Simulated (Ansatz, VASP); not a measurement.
# One calculation of C, two programs

```
CELL_PARAMETERS angstrom
0.00000 1.50987 1.50987
1.50987 0.00000 1.50987
1.50987 1.50987 0.00000
ATOMIC_POSITIONS crystal
C 0.00000 0.00000 0.00000
```

Alike in both runs: task single point; functional RPBE; k mesh 19 × 19 × 19; occupations fermi-dirac, width 0.1 eV; no spin polarisation.

|  | VASP | Ansatz |
| --- | --- | --- |
| version | VASP 6.6.1 | Ansatz 0.2.0 |
| potentials or method | VASP PAW PBE potentials, release 64 (C), cutoff 520 eV | plane waves (420 eV) with PAW, scalar-relativistic |
| valence electrons in the cell | 4 | 4 |

Ansatz gave:

```
pressure (GPa) : 13.7
```

Question: Estimate VASP's values.

Answer: Pressure (GPa): 13.8.

VASP's potentials were made for PBE, not for RPBE. With one functional, cell and mesh, what is left measures potentials, basis and numerics.
